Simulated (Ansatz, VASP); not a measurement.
One calculation of BaTiO3, two programs

```
CELL_PARAMETERS angstrom
0.00000 2.89056 -2.91590
-3.97239 0.00000 0.00000
0.00000 9.38186 9.45171
ATOMIC_POSITIONS crystal
Ba 0.98659 0.00000 0.85158
Ba 0.98790 0.00000 0.23497
Ba 0.98725 0.00000 0.54327
Ti 0.47201 0.50000 0.08582
Ti 0.47136 0.50000 0.39412
Ti 0.47070 0.50000 0.70242
O 0.51256 0.00000 0.07333
O 0.51190 0.00000 0.38163
O 0.51125 0.00000 0.68993
O 0.02347 0.50000 0.07514
O 0.02282 0.50000 0.38344
O 0.02216 0.50000 0.69174
O 0.50636 0.50000 0.22411
O 0.50571 0.50000 0.53241
O 0.50505 0.50000 0.84072
```

Alike in both runs: task single point; functional PBE; k mesh 7 × 7 × 3; occupations gaussian, width 0.05 eV; no spin polarisation.

|  | VASP | Ansatz |
| --- | --- | --- |
| version | VASP 6.6.1 | Ansatz 0.2.0 |
| potentials or method | VASP PAW PBE potentials, release 64 (Ba_sv, Ti_sv, O), cutoff 520 eV | scalar-relativistic, plane waves, PAW |
| valence electrons in the cell | 120 | 120 |

Ansatz gave:

```
gap on the k mesh at the Fermi level (eV)                     : 1.45
least direct gap on the mesh (eV)                             : 2.22
pressure (GPa)                                                : -2.9
traceless stress, the component that is largest in VASP (GPa) : -0.41
rms of the force components (eV/Å)                            : 0.286
```

**Question.** Which values does VASP return?

**Answer.** gap on the k mesh at the Fermi level (eV): 1.45; least direct gap on the mesh (eV): 2.22; pressure (GPa): -1.6; traceless stress, the component that is largest in VASP (GPa): -0.49; rms of the force components (eV/Å): 0.295.

Atom by atom the forces differ by 0.042 eV/Å (rms over components).

Neither program's run includes spin-orbit coupling.
